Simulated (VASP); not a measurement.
# Zn: single point with PBEsol

Crystal: Zn.

```
Zn
1.0
    -1.44889    1.44889    1.44889
     1.44889   -1.44889    1.44889
     1.44889    1.44889   -1.44889
Zn
1
Direct
  0.00000 0.00000 0.00000
```

```yaml
Program: VASP 6.6.1
Task: single point
Functional: PBEsol
Potentials_or_basis: VASP PAW PBE potentials, release 64 (Zn)
Cutoff: 520 eV
k_mesh: 12 × 12 × 12
Occupations: fermi-dirac, width 0.05 eV
Spin: no spin polarisation
```

| Property | Result |
| --- | --- |
| Pressure | 20.8 GPa |
| Band gap on the k mesh | zero (band 6 reaches 9.44 eV, above the bottom of band 7 at 4.34 eV) |

Levels at points of the mesh, in eV from the Fermi level:
| k point | band 2 | band 3 | band 4 | band 5 | band 6 | band 7 | band 8 | band 9 | band 10 | band 11 |
| --- | --- | --- | --- | --- | --- | --- | --- | --- | --- | --- |
| (0.00, 0.00, 0.00) | -8.80 | -8.80 | -8.80 | -8.04 | -8.04 | 22.64 | 22.64 | 22.64 | 23.04 | 23.04 |
| (0.50, 0.00, 0.00) | -9.28 | -8.08 | -7.98 | -7.53 | -3.99 | -0.75 | 13.15 | 14.09 | 17.17 | 19.66 |
| (0.50, 0.50, 0.50) | -9.73 | -7.65 | -7.65 | -7.65 | 4.34 | 4.34 | 4.34 | 9.30 | 9.30 | 10.33 |

It took 6.3 s on 1 thread of Intel(R) Xeon(R) Platinum 8375C CPU @ 2.90GHz (Ice Lake) (shared host), peak memory 0.13 GiB.

Caveat: the PAW data sets were made with another functional, which shifts forces and pressure a little.
